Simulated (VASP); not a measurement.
Hf: single point with PBEsol

The system is Hf.

```
Hf
1.0
    -1.63161    1.63161    1.63161
     1.63161   -1.63161    1.63161
     1.63161    1.63161   -1.63161
Hf
1
Direct
  0.00000 0.00000 0.00000
```

This isn't the form of Hf at room conditions, which is hcp.

- Program: VASP 6.6.1
- Task: single point
- Functional: PBEsol
- Potentials or basis: VASP PAW PBE potentials, release 64 (Hf_pv)
- Cutoff: 500 eV
- k mesh: 18 × 18 × 18
- Occupations: gaussian, width 0.1 eV
- Spin: no spin polarisation
- Dipole correction: no
- Further INCAR settings: ALGO = Normal; EDIFF = 1e-06; NBANDS = 11

* Pressure: 29.0 GPa
* Band gap on the k mesh: zero (bands 5 and 6 overlap by 2.62 eV)

Levels at points of the mesh, in eV from the Fermi level:
```csv
k point,band 2,band 3,band 4,band 5,band 6,band 7,band 8,band 9
"(0.00, 0.00, 0.00)",-28.79,-28.79,-7.77,1.65,1.65,1.65,5.24,5.24
"(0.50, 0.00, 0.00)",-29.36,-28.81,-4.27,-1.08,2.44,5.27,6.55,10.13
"(0.50, 0.50, 0.50)",-30.03,-30.03,-3.87,-3.87,8.88,8.88,8.88,9.62
```

Run time: 21 s on 1 thread of Intel(R) Xeon(R) Platinum 8259CL CPU @ 2.50GHz (Skylake/Cascade Lake) (shared host), peak memory 0.16 GiB.

Caveat: the cell stands under pressure; the PAW data sets were made with another functional, which shifts forces and pressure a little; spin-orbit coupling is left out, which moves the levels of the heavy elements.
